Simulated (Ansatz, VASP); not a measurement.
## MgO: VASP beside Ansatz

```xyz
2
Lattice="0.0000 2.1715 2.1715 2.1715 0.0000 2.1715 2.1715 2.1715 0.0000" Properties=species:S:1:pos:R:3 pbc="T T T"
Mg    0.0000    0.0000    0.0000
O     2.1715    2.1715    2.1715
```

Alike in both runs: task single point; functional PBE; k mesh 8 × 8 × 8; occupations fermi-dirac, width 0.1 eV; no spin polarisation.

|  | VASP | Ansatz |
| --- | --- | --- |
| version | VASP 6.6.1 | Ansatz 0.2.0 |
| potentials or method | VASP PAW PBE potentials, release 64 (Mg, O), cutoff 600 eV | PAW, plane waves, scalar-relativistic |
| valence electrons in the cell | 8 | 16 |

```tsv
	VASP	Ansatz	Ansatz less VASP
pressure (GPa)	-9.2	-8.2	+0.98
```

VASP's potentials hold 8 valence electrons a cell and Ansatz's 16, so a difference there can come from the potentials and not from the codes.
